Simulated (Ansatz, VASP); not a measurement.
**GaP: VASP beside Ansatz**

```
Ga P
1.0
     0.00000    2.55854    2.55854
     2.55854    0.00000    2.55854
     2.55854    2.55854    0.00000
Ga P
1 1
Direct
  0.00000 0.00000 0.00000
  0.50000 0.50000 0.50000
```

Alike in both runs: task single point; functional PBEsol; k mesh 6 × 6 × 6; no spin polarisation.

|  | VASP | Ansatz |
| --- | --- | --- |
| version | VASP 6.6.1 | Ansatz 0.2.0 |
| potentials or method | VASP PAW PBE potentials, release 64 (Ga_d, P) | plane waves |
| plane-wave cutoff (eV) | 500 | 420 |
| occupations | methfessel-paxton of order 1, width 0.2 eV | cold, width 0.2 eV |
| valence electrons in the cell | 18 | 18 |

|  | VASP | Ansatz | Ansatz less VASP |
| --- | --- | --- | --- |
| pressure (GPa) | -1.6 | -1.6 | -0.07 |

VASP's potentials were made for PBE, not for PBEsol.
